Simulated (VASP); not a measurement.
Runs of VASP 6.6.1 on ZrC. The structure is that of space group I4/mmm (No. 139), or close to it. The cells are those of the table. 

| cell | gap on the mesh (eV) | pressure (GPa) |
| --- | --- | --- |
| a = 3.626, b = 3.626, c = 2.961 Å, angles 65.9, 65.9, 48.2°, 2 atoms | none | 47.9 |
| a = 3.455, b = 3.455, c = 3.128 Å, angles 63.1, 63.1, 53.8°, 2 atoms | none | 15.1 |
| a = 3.284, b = 3.284, c = 3.417 Å, angles 58.6, 58.6, 62.7°, 2 atoms | none | (b) |
| a = 3.238, b = 3.238, c = 3.611 Å, angles 56.1, 56.1, 67.8°, 2 atoms | none | 26.8 |
| a = 3.256, b = 3.256, c = 3.509 Å, angles 57.4, 57.4, 65.2°, 2 atoms | none | (a) |

Alike in all rows: task single point; level PBE; potentials or basis VASP PAW PBE potentials, release 64 (Zr_sv, C); no spin polarisation; k mesh 20 × 20 × 20; cutoff (eV) 520; smearing gaussian 0.15 eV.

**Question.** Fill in the values left out.

**Answer.** (a) 12.8; (b) 4.4.

A k mesh can miss the band edges, and the runs leave out spin-orbit coupling on Zr.

A gap of «none» marks levels without a gap at the run's occupations.
